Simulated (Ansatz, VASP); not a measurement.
**Au in VASP and in Ansatz**

File INCAR:

```
ALGO     = Normal         # electronic algorithm
EDIFF    = 1E-6           # SCF threshold, eV
ENCUT    = 500            # plane-wave cutoff, eV
GGA      = CA             # functional
GGA_COMPAT= False        
ISIF     = 2              # what is computed and relaxed
ISMEAR   = -1             # smearing method
LASPH    = True           # aspherical terms in the spheres
LCHARG   = False          # write CHGCAR
LREAL    = False          # projectors in reciprocal space
LWAVE    = False          # write WAVECAR
NBANDS   = 12             # bands
NELM     = 120            # most SCF steps
PREC     = Accurate       # precision mode
SIGMA    = 0.1            # smearing width, eV
```

The input KPOINTS:

```
k-points
0
Gamma
  7 7 7
```

Contents of POSCAR:

```
Au
1.0
    0.0000000000      2.0571330000      2.0571330000
    2.0571330000      0.0000000000      2.0571330000
    2.0571330000      2.0571330000      0.0000000000
Au
1
Direct
    0.0000000000      0.0000000000      0.0000000000
```

Input for Ansatz:

```yaml
crystal:
  lattice:
    - [0.0, 2.057133, 2.057133]
    - [2.057133, 0.0, 2.057133]
    - [2.057133, 2.057133, 0.0]
  atoms:
    - { symbol: Au, position: [0.0, 0.0, 0.0] }
  symmetry: { tolerance: 0.0003 }
kpoints:
  mp_grid: { grid: [7, 7, 7], shift: [0, 0, 0] }
magnetization:
  spin_polarized: false
scf:
  occupations: { method: fermi_dirac }
hamiltonian:
  pseudopotentials: { kind: paw }
  xc: lda
basis:
  ecutwfc: 500
  ecutrho_ratio: 8
output:
  forces: true
  stress: true
  eigenvalues: true
```

Alike in both runs: task single point; functional LDA; k mesh 7 × 7 × 7; no spin polarisation.

|  | VASP | Ansatz |
| --- | --- | --- |
| version | VASP 6.6.1 | Ansatz 0.2.0 |
| potentials or method | VASP PAW LDA potentials, release 64 (Au), cutoff 500 eV | PAW plane waves |
| occupations | fermi-dirac, width 0.1 eV | fermi-dirac |
| valence electrons in the cell | 11 | 19 |

```tsv
	VASP	Ansatz	Ansatz less VASP
gap on the k mesh at the Fermi level (eV)	none	none	-
pressure (GPa)	-8.1	-8.6	-0.43
```

LDA's correlation is that of Perdew and Zunger in VASP and of Perdew and Wang (1992) in Ansatz. A gap of «none» marks a metal or a gap that the smearing closes. VASP's potentials hold 11 valence electrons a cell and Ansatz's 19, so a difference there can come from the potentials and not from the codes.

The k mesh is coarse, so the values compare programs but aren't converged. Neither program's run includes spin-orbit coupling.
